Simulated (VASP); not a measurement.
# Ti (Im-3m) in VASP: a series of runs

The runs below take Ti through single point, relaxation of cell and atoms, with PBE-based screened hybrid with 25 % exact exchange, HSE06, r2SCANh.

Program: VASP 6.6.1. These are calculated values, not measurements. Logs are shortened: lines on timing, memory, paths and dates and some standing lists are left out, and cuts for length are marked.

### Step 1. The cell of the first run

It takes space group Im-3m (No. 229, cubic). The conventional cell has a = 3.282 Å, b = 3.282 Å, c = 3.282 Å, α = 90.00°, β = 90.00°, γ = 90.00°. Within 3.7 Å of Ti (site symmetry m-3m) lie 14 Ti at 2.84 to 3.28 Å.

This isn't the form of Ti at room conditions, which is hcp.

### Step 2. Single point, PBE-based screened hybrid with 25 % exact exchange

Contents of POSCAR:

```
Ti
1.0
   -1.6410000000      1.6410000000      1.6410000000
    1.6410000000     -1.6410000000      1.6410000000
    1.6410000000      1.6410000000     -1.6410000000
Ti
1
Direct
    0.0000000000      0.0000000000      0.0000000000
```

Contents of INCAR.step1:

```
SYSTEM = Ti
PREC = Accurate ; ENCUT = 520
EDIFF = 1E-5 ; ISMEAR = 1
SIGMA = 0.05 ; LREAL = .False.
LASPH = .True. ; NELM = 80
ALGO = Normal ; ISIF = 2
LWAVE = .True. ; NBANDS = 12
GGA = PE
```

Contents of INCAR.step2:

```
SYSTEM = Ti
PREC = Accurate ; ENCUT = 520
EDIFF = 1E-6 ; ISMEAR = 1
SIGMA = 0.05 ; LREAL = .False.
LASPH = .True. ; NELM = 80
ALGO = Normal ; ISIF = 2
LWAVE = .False. ; LCHARG = .True.
GGA = PE ; LHFCALC = .True.
AEXX = 0.25 ; HFSCREEN = 0.3
PRECFOCK = Normal ; LELF = .True.
LVHAR = .True. ; NBANDS = 12
ISTART = 1
```

Contents of KPOINTS:

```
regular mesh
0
Gamma
  7 7 7
  0 0 0
```

Potentials or basis: VASP PAW PBE potentials, release 64 (Ti_sv).

The run is started by

```bash
> cat potpaw_PBE.64/Ti_sv/POTCAR > POTCAR
> cp INCAR.step1 INCAR
> mpirun -np 1 vasp_std > vasp.out
> cp INCAR.step2 INCAR
> mpirun -np 1 vasp_std > vasp.out
```

OUTCAR:

```text
SYSTEM = Ti
   PREC = Accurate
   ENCUT = 520
   EDIFF = 1E-6
   ISMEAR = 1
   LREAL = .False.
   LASPH = .True.
   NELM = 80
   ISIF = 2
   GGA = PE
   LHFCALC = .True.
   AEXX = 0.25
   HFSCREEN = 0.3
   PRECFOCK = Normal
   ISTART = 1

 ion  position               nearest neighbor table
   1  0.000  0.000  0.000-

  LATTYP: Found a body centered cubic cell.
 ALAT       =     3.2820000000

  Lattice vectors:

 A1 = (  -1.6410000000,   1.6410000000,   1.6410000000)
 A2 = (   1.6410000000,  -1.6410000000,   1.6410000000)
 A3 = (   1.6410000000,   1.6410000000,  -1.6410000000)

Analysis of symmetry for initial positions (statically):
=====================================================================
 Subroutine PRICEL returns:
 Original cell was already a primitive cell.

 Routine SETGRP: Setting up the symmetry group for a
 body centered cubic supercell.

 Subroutine GETGRP returns: Found 48 space group operations
 (whereof 48 operations were pure point group operations)
 out of a pool of 48 trial point group operations.

The static configuration has the point symmetry O_h .

Analysis of symmetry for dynamics (positions and initial velocities):
=====================================================================
 Subroutine PRICEL returns:
 Original cell was already a primitive cell.

 Routine SETGRP: Setting up the symmetry group for a
 body centered cubic supercell.

 Subroutine GETGRP returns: Found 48 space group operations
 (whereof 48 operations were pure point group operations)
 out of a pool of 48 trial point group operations.

The dynamic configuration has the point symmetry O_h .

 Subroutine INISYM returns: Found 48 space group operations
 (whereof 48 operations are pure point group operations),
 and found     1 'primitive' translations

----------------------------------------------------------------------------------------

                                     Primitive cell

  volume of cell :      17.6761

  direct lattice vectors                    reciprocal lattice vectors
    -1.641000000  1.641000000  1.641000000     0.000000000  0.304692261  0.304692261
     1.641000000 -1.641000000  1.641000000     0.304692261  0.000000000  0.304692261
     1.641000000  1.641000000 -1.641000000     0.304692261  0.304692261  0.000000000

  length of vectors
     2.842295375  2.842295375  2.842295375     0.430899928  0.430899928  0.430899928

  position of ions in fractional coordinates (direct lattice)
     0.000000000  0.000000000  0.000000000

  ion indices of the primitive-cell ions
   primitive index   ion index
                 1           1

----------------------------------------------------------------------------------------

 KPOINTS: regular mesh

Automatic generation of k-mesh.
 Grid dimensions read from file:
 generate k-points for:    7    7    7

 Generating k-lattice:

  Cartesian coordinates                     Fractional coordinates (reciprocal lattice)
     0.000000000  0.043527466  0.043527466     0.142857143  0.000000000  0.000000000
     0.043527466  0.000000000  0.043527466     0.000000000  0.142857143  0.000000000
     0.043527466  0.043527466  0.000000000     0.000000000  0.000000000  0.142857143

  Length of vectors
     0.061557133  0.061557133  0.061557133

  Shift w.r.t. Gamma in fractional coordinates (k-lattice)
     0.000000000  0.000000000  0.000000000

 Subroutine IBZKPT returns following result:
 ===========================================

 Found     20 irreducible k-points:

 Following reciprocal coordinates:
            Coordinates               Weight
  0.000000  0.000000  0.000000      1.000000
  0.142857  0.000000  0.000000     12.000000
  0.285714  0.000000  0.000000     12.000000
  0.428571  0.000000  0.000000     12.000000
  0.142857  0.142857  0.000000     24.000000
  0.285714  0.142857  0.000000     48.000000
[... 12 lines left out ...]
 -0.428571 -0.428571  0.285714      8.000000
 -0.428571  0.428571  0.428571      6.000000
   k-points           NKPTS =     20   k-points in BZ     NKDIM =    343   number of bands    NBANDS=     12
   number of dos      NEDOS =    301   number of ions     NIONS =      1
   total plane-waves  NPLWV =  13824
   dimension x,y,z NGX =    24 NGY =   24 NGZ =   24
   dimension x,y,z NGXF=    48 NGYF=   48 NGZF=   48
   ions per type =               1
   NGX,Y,Z   is equivalent  to a cutoff of  14.04, 14.04, 14.04 a.u.
   NGXF,Y,Z  is equivalent  to a cutoff of  28.08, 28.08, 28.08 a.u.
 SYSTEM =  Ti
   PREC   = accura    normal or accurate (medium, high low for compatibility)
   ISTART =      1    job   : 0-new  1-cont  2-samecut
   ICHARG =      0    charge: 1-file 2-atom 10-const
   ISPIN  =      1    spin polarized calculation?
   LNONCOLLINEAR =      F non collinear calculations
   LSORBIT =      F    spin-orbit coupling
   LASPH  =      T    aspherical Exc in radial PAW
   ENCUT  =  520.0 eV  38.22 Ry    6.18 a.u.   5.28  5.28  5.28*2*pi/ulx,y,z
   NELM   =     80;   NELMIN=  2; NELMDL=  0     # of ELM steps
   EDIFF  = 0.1E-05   stopping-criterion for ELM
   LREAL  =      F    real-space projection
   EDIFFG = 0.1E-04   stopping-criterion for IOM
   NSW    =      0    number of steps for IOM
   IBRION =     -1    ionic relax: 0-MD 1-quasi-New 2-CG
   NFREE  =      0    steps in history (QN), initial steepest desc. (CG)
   ISIF   =      2    stress and relaxation
   ISYM   =      3    0-nonsym 1-usesym 2-fastsym
   POTIM  = 0.5000    time-step for ionic-motion
   TEBEG  =    0.0;   TEEND  =   0.0 temperature during run
   PSTRESS=    0.0 pullay stress
   NELECT =      12.0000    total number of electrons
   NUPDOWN=      -1.0000    fix difference up-down
   EMIN   =  10.00;   EMAX   =-10.00  energy-range for DOS
   EFERMI =   0.00;   METHOD = LEGACY
   ISMEAR =     1;   SIGMA  =   0.05  broadening in eV -4-tet -1-fermi 0-gaus
   EFERMI_NEDOS =   21; number of points for ismear=-14 and -15
   IALGO  =     38    algorithm
   IMIX   =      1    mixing-type and parameters
     AMIX     =   0.40;   BMIX     =  1.00
     AMIX_MAG =   1.60;   BMIX_MAG =  1.00
  volume/ion in A,a.u.               =      17.68       119.28
  Fermi-wavevector in a.u.,A,eV,Ry     =   1.438821  2.718977 28.166848  2.070205
  Thomas-Fermi vector in A             =   2.557745
   LORBIT       =      0    0 simple, 1 ext, 2 COOP (PROOUT), +10 PAW based schemes
   GGA     = PE    functional components
   LHFCALC =     T    Hartree Fock is set to
   PRECFOCK=normal    Normal, Fast or Accurate (Low or Medium for compatibility)
   ENCUT4O =  -1.0   cutoff for four orbital integrals eV
   NKREDX  =     1    reduce k-point grid by
   NKREDY  =     1    reduce k-point grid by
   NKREDZ  =     1    reduce k-point grid by
   AEXX    =    0.2500 exact exchange contribution
   HFSCREEN=    0.3000 screening length (either q_TF or 0.3 A-1)
   HFSCREENC=   0.3000 screening length for correlation (either q_TF or 0.3 A-1)
   ENCUTFOCK=  -1.0 apply spherical cutoff to Coloumb kernel
   IVDW    =     0    specifies the selected vdW correction
   LEPSILON=     F    determine dielectric tensor
   LRPA    =     F    only Hartree local field effects (RPA)
 non-spin polarized calculation
 Methfessel and Paxton  Order N= 1 SIGMA  =   0.05
  energy-cutoff  :      520.00
  volume of cell :       17.68
 maximum number of plane-waves:       487
 NGX is ok and might be reduce to    24
  NGX = 16; NGY = 16; NGZ = 16

 number of electron      12.0000001 magnetization

 Free energy of the ion-electron system (eV)
  ---------------------------------------------------
  ext. energy  EPLUGINS =         0.00000000
  ---------------------------------------------------
  free energy    TOTEN  =        -8.93786268 eV

  energy without entropy =       -8.93639434  energy(sigma->0) =       -8.93737323

 E-fermi :   8.0544     XC(G=0):  -9.5588

 val. band max:        7.7666548067   @ k =   0.4286   0.0000   0.0000
 cond. band min:       8.0652562062   @ k =   0.2857   0.1429   0.0000
 fundamental gap:      0.2986013995
 Fermi energy:         8.0543827433

 k-point     1 :       0.0000    0.0000    0.0000
  band No.  band energies     occupation
      1     -53.3915      2.00000
      2     -27.5979      2.00000
      3     -27.5979      2.00000
      4     -27.5979      2.00000
      5       0.9893      2.00000
      6       9.3977      0.00000
      7       9.3977      0.00000
      8       9.3977      0.00000
      9      11.2547      0.00000
     10      11.2547      0.00000
     11      25.9683      0.00000
     12      25.9683      0.00000

 k-point     2 :       0.1429    0.0000    0.0000
  band No.  band energies     occupation
      1     -53.3670      2.00000
      2     -27.7323      2.00000
      3     -27.6364      2.00000
      4     -27.5982      2.00000
      5       1.7384      2.00000
      6       9.0388     -0.00000
      7       9.1870      0.00000
      8       9.9118      0.00000
      9      10.9523      0.00000
     10      11.2643      0.00000
     11      24.8760      0.00000
     12      25.6757      0.00000

 k-point     3 :       0.2857    0.0000    0.0000
  band No.  band energies     occupation
      1     -53.3114      2.00000
      2     -28.0249      2.00000
      3     -27.7218      2.00000
      4     -27.5985      2.00000
      5       3.5955      2.00000
      6       8.3030     -0.00000
      7       8.3991     -0.00000
      8      10.9944      0.00000
      9      11.2461      0.00000
     10      11.3602      0.00000
     11      21.3762      0.00000
     12      23.7312      0.00000

 k-point     4 :       0.4286    0.0000    0.0000
  band No.  band energies     occupation
      1     -53.2664      2.00000
      2     -28.2512      2.00000
      3     -27.7891      2.00000
      4     -27.5986      2.00000
      5       5.0035      2.00000
      6       7.7667      2.00000
      7       8.5157     -0.00000
      8      11.2118      0.00000
      9      11.5242      0.00000
     10      12.6126      0.00000
     11      17.8958      0.00000
     12      22.0559      0.00000

 k-point     5 :       0.1429    0.1429    0.0000
  band No.  band energies     occupation
      1     -53.3269      2.00000
      2     -27.9309      2.00000
      3     -27.6847      2.00000
      4     -27.6264      2.00000
      5       3.0758      2.00000
      6       8.4859     -0.00000
      7       8.5793     -0.00000
      8      10.7101      0.00000
      9      10.9370      0.00000
     10      11.4579      0.00000
     11      23.2388      0.00000
     12      23.7057      0.00000
[... 168 lines left out ...]
      1     -53.2472      2.00000
      2     -28.0074      2.00000
      3     -27.8645      2.00000
      4     -27.8645      2.00000
      5       5.3032      2.00000
      6       7.4539      2.00000
      7       9.8617      0.00000
      8       9.8617      0.00000
      9      11.1564      0.00000
     10      12.2642      0.00000
     11      22.2895      0.00000
     12      22.2895      0.00000

 k-point    18 :      -0.4286    0.4286    0.2857
  band No.  band energies     occupation
      1     -53.2115      2.00000
      2     -28.1187      2.00000
      3     -27.9414      2.00000
      4     -27.8819      2.00000
      5       6.0286      2.00000
      6       6.5004      2.00000
      7       9.9885      0.00000
      8      10.3550      0.00000
      9      12.3470      0.00000
     10      13.9330      0.00000
     11      18.2466      0.00000
     12      20.1511      0.00000

 k-point    19 :      -0.4286   -0.4286    0.2857
  band No.  band energies     occupation
      1     -53.1954      2.00000
      2     -28.0660      2.00000
      3     -28.0660      2.00000
      4     -27.8954      2.00000
      5       6.0713      2.00000
      6       6.0713      2.00000
      7       9.9487      0.00000
      8      11.9105      0.00000
      9      11.9105      0.00000
     10      16.7244      0.00000
     11      16.7244      0.00000
     12      17.4200      0.00000

 k-point    20 :      -0.4286    0.4286    0.4286
  band No.  band energies     occupation
      1     -53.1809      2.00000
      2     -28.0511      2.00000
      3     -28.0231      2.00000
      4     -28.0231      2.00000
      5       5.6688      2.00000
      6       5.7441      2.00000
      7      11.8132      0.00000
      8      11.8132      0.00000
      9      12.3110      0.00000
     10      15.3821      0.00000
     11      17.6269      0.00000
     12      17.6269      0.00000

------------------------ aborting loop because EDIFF is reached ----------------------------------------

  FORCE on cell =-STRESS in cart. coord.  units (eV):
  Direction    XX          YY          ZZ          XY          YZ          ZX
  --------------------------------------------------------------------------------------
  -------------------------------------------------------------------------------------
  Total       -0.4297740     -0.4297740     -0.4297740     -0.0000000     -0.0000000     -0.0000000
  in kB      -38.9551560    -38.9551560    -38.9551560     -0.0000000     -0.0000000     -0.0000000
  external PRESSURE =     -38.9551560 kB  Pullay stress =       0.0000000 kB

 VOLUME and BASIS-vectors are now :
 -----------------------------------------------------------------------------
  energy-cutoff  :      520.00
  volume of cell :       17.68
      direct lattice vectors                 reciprocal lattice vectors
    -1.641000000  1.641000000  1.641000000     0.000000000  0.304692261  0.304692261
     1.641000000 -1.641000000  1.641000000     0.304692261  0.000000000  0.304692261
     1.641000000  1.641000000 -1.641000000     0.304692261  0.304692261  0.000000000

 POSITION                                       TOTAL-FORCE (eV/Angst)
 -----------------------------------------------------------------------------------
      0.00000      0.00000      0.00000         0.000000      0.000000      0.000000
 -----------------------------------------------------------------------------------
    total drift:                               -0.000000     -0.000000     -0.000000

  FREE ENERGIE OF THE ION-ELECTRON SYSTEM (eV)
  ---------------------------------------------------
  free  energy   TOTEN  =        -8.9378626777 eV

  energy  without entropy=       -8.9363943443  energy(sigma->0) =       -8.93737323
```

It took 7.3 min on 1 thread of Intel Xeon 6975P-C (Granite Rapids), shared host; peak memory 0.24 GiB.

What came out:

* Free energy: -8.9379 eV
* Pressure: -3.9 GPa
* Band gap on the k mesh: zero (bands 6 and 7 overlap by 2.15 eV)

Levels at points of the mesh, in eV from the Fermi level:
```csv
k point,band 2,band 3,band 4,band 5,band 6,band 7,band 8,band 9,band 10,band 11
"(0.00, 0.00, 0.00)",-35.65,-35.65,-35.65,-7.07,1.34,1.34,1.34,3.20,3.20,17.91
```

Caveat: the k points lie up to 0.39 Å⁻¹ apart, too coarse for converged energies and pressures of a metal; the PAW data sets were made with another functional, which shifts forces and pressure a little.

(Part 1 of 2 ends here.)

The gap in the log of VASP goes by the Fermi energy; the results here count the filled bands.